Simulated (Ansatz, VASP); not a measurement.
**SiGe3Pt: VASP beside Ansatz**

```
CELL_PARAMETERS angstrom
2.02274 -3.50757 -0.00373
-6.08030 -3.51470 -0.00671
-0.00285 -0.00965 -7.65753
ATOMIC_POSITIONS crystal
Si 0.50051 0.49959 0.55190
Si 0.99979 0.99958 0.55171
Ge 0.00063 0.66638 0.45532
Ge 0.49997 0.16650 0.45527
Ge 0.99936 0.66638 0.12086
Ge 0.49968 0.16652 0.12077
Ge 0.50019 0.50066 0.87353
Ge 0.00022 0.00069 0.87333
Pt 0.49976 0.83351 0.99867
Pt 0.99989 0.33354 0.99864
```

Change from the starting cell: cell x2, atoms moved at random (sigma 0.05 Å) and cell strained at random (1.5 %), then relaxed without symmetry.

Alike in both runs: functional PBE; k mesh 6 × 4 × 4; occupations gaussian, width 0.2 eV; no spin polarisation.

Ansatz relaxed the structure, and its values are those at the end. VASP's run is a single point on that final structure, the one shown.

|  | VASP | Ansatz |
| --- | --- | --- |
| version | VASP 6.6.1 | Ansatz 0.2.0 |
| potentials or method | VASP PAW PBE potentials, release 64 (Si, Ge_d, Pt), cutoff 520 eV | scalar-relativistic, plane waves, PAW |
| valence electrons in the cell | 112 | 128 |

```tsv
	VASP	Ansatz	Ansatz less VASP
gap on the k mesh at the Fermi level (eV)	none	none	-
pressure (GPa)	0.0	0.0	+0.04
rms of the force components (eV/Å)	0.008	0.006	-0.0018
```

A gap of «none» marks a metal or a gap that the smearing closes. With one functional, cell and mesh, what is left measures potentials, basis and numerics. VASP's potentials hold 112 valence electrons a cell and Ansatz's 128, so a difference there can come from the potentials and not from the codes.

Spin-orbit coupling is off throughout.
